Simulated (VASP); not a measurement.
Input of a VASP 6.6.1 run:

INCAR

```
SYSTEM = Ge2Sb2Te5
  PREC = Accurate
  ENCUT = 520
  EDIFF = 1E-6
  ISMEAR = 0
  SIGMA = 0.05
  LREAL = .FALSE.
  LASPH = .TRUE.
  NELM = 60
  ALGO = Normal
  ISIF = 2
  LWAVE = .FALSE.
  LCHARG = .FALSE.
  NBANDS = 44
```

File KPOINTS:

```
regular mesh
0
G
  10 10 2
  0 0 0
```

POSCAR

```
Ge2Sb2Te5
1.0
    4.1753014584      0.0000000000      0.0000000000
   -2.0876507292      3.6159171315      0.0000000000
    0.0000000000      0.0000000000     16.9127693778
Ge Sb Te
2 2 5
Direct
    0.0000000000      0.0000000000      0.3389641276
    0.0000000000      0.0000000000      0.6610358724
    0.3333333333      0.6666666667      0.1173651535
    0.6666666667      0.3333333333      0.8826348465
    0.0000000000      0.0000000000      0.0000000000
    0.3333333333      0.6666666667      0.7797139390
    0.6666666667      0.3333333333      0.2202860610
    0.3333333333      0.6666666667      0.4219135989
    0.6666666667      0.3333333333      0.5780864011
```

Potentials or basis: VASP PAW LDA potentials, release 64 (Ge_d, Sb, Te).

The run is started by

```sh
$ cat potpaw_LDA.64/Ge_d/POTCAR potpaw_LDA.64/Sb/POTCAR potpaw_LDA.64/Te/POTCAR > POTCAR
$ mpirun -np 1 vasp_std > vasp.out
```

Q: What does it give for the largest force?

A: 0.047 eV/Å.

Q: Predict the band gap on the k mesh.

A: 0.05 eV (least direct gap 0.07 eV).

Forces on the atoms (eV/Å):
```
Ge   0.000  0.000 -0.026
Ge   0.000  0.000  0.026
Sb   0.000  0.000 -0.032
Sb   0.000  0.000  0.032
Te   0.000  0.000  0.000
Te   0.000  0.000 -0.047
Te   0.000  0.000  0.047
Te   0.000  0.000  0.028
Te   0.000  0.000 -0.028
```

Caveat: spin-orbit coupling is left out, which moves the levels of the heavy elements. A k mesh can miss the band edges.
